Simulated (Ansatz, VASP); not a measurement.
**Two plane-wave programs on Ge**

```
Ge
1.0
     0.00000    2.89251    2.89251
     2.89251    0.00000    2.89251
     2.89251    2.89251    0.00000
Ge
2
Direct
  0.00000 0.00000 0.00000
  0.25000 0.25000 0.25000
```

Alike in both runs: task single point; functional r2SCAN; k mesh 6 × 6 × 6; occupations fermi-dirac, width 0.02 eV; no spin polarisation.

|  | VASP | Ansatz |
| --- | --- | --- |
| version | VASP 6.6.1 | Ansatz 0.2.0 |
| potentials or method | VASP PAW PBE potentials, release 64 (Ge_d) | plane waves, PAW |
| plane-wave cutoff (eV) | 520 | 500 |
| valence electrons in the cell | 28 | 28 |

|  | VASP | Ansatz | Ansatz less VASP |
| --- | --- | --- | --- |
| pressure (GPa) | -3.4 | -3.4 | -0.02 |

VASP's potentials were made for PBE, not for r2SCAN. The functional is the same, so the differences come from potentials, cutoffs and numerics.
